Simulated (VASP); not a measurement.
KBr:

```
CELL_PARAMETERS angstrom
0.00000 3.68830 3.68830
3.68830 0.00000 3.68830
3.68830 3.68830 0.00000
ATOMIC_POSITIONS crystal
K 0.00000 0.00000 0.00000
Br 0.25000 0.25000 0.25000
```

Base run:

```yaml
Program: VASP 6.6.1
Functional: HSE06
Potentials_or_basis: VASP PAW PBE potentials, release 64 (K_sv, Br)
Cutoff: 520 eV
k_mesh: 4 × 4 × 4
Occupations: gaussian, width 0.01 eV
Spin: no spin polarisation
```

Its results: band gap on the k mesh 5.39 eV (least direct gap 5.40 eV); pressure 0.2 GPa.

**Question.** The run is repeated on the same cell with these changes: functional from HSE06 to PBEsol. What comes out?

**Answer.** Band gap on the k mesh 4.29 eV (least direct gap 4.31 eV); pressure -0.2 GPa.

Caveats: the PAW data sets were made with another functional, which shifts forces and pressure a little.

A k mesh can miss the band edges.
